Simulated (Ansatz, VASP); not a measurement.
**Ag: VASP beside Ansatz**

```
Ag
1.0
    -1.65565    1.65565    1.65565
     1.65565   -1.65565    1.65565
     1.65565    1.65565   -1.65565
Ag
1
Direct
  0.00000 0.00000 0.00000
```

Alike in both runs: task single point; functional PBE; k mesh 11 × 11 × 11; occupations gaussian, width 0.019 eV; no spin polarisation.

|  | VASP | Ansatz |
| --- | --- | --- |
| version | VASP 6.6.1 | Ansatz 0.2.0 |
| potentials or method | VASP PAW PBE potentials, release 64 (Ag) | Ansatz PAW |
| plane-wave cutoff (eV) | 500 | 420 |
| valence electrons in the cell | 11 | 19 |

|  | VASP | Ansatz | Ansatz less VASP |
| --- | --- | --- | --- |
| gap on the k mesh at the Fermi level (eV) | none | none | - |
| pressure (GPa) | -0.9 | -0.8 | +0.08 |

A gap of «none» marks a metal or a gap that the smearing closes. The functional is the same, so the differences come from potentials, cutoffs and numerics. VASP's potentials hold 11 valence electrons a cell and Ansatz's 19, so a difference there can come from the potentials and not from the codes.
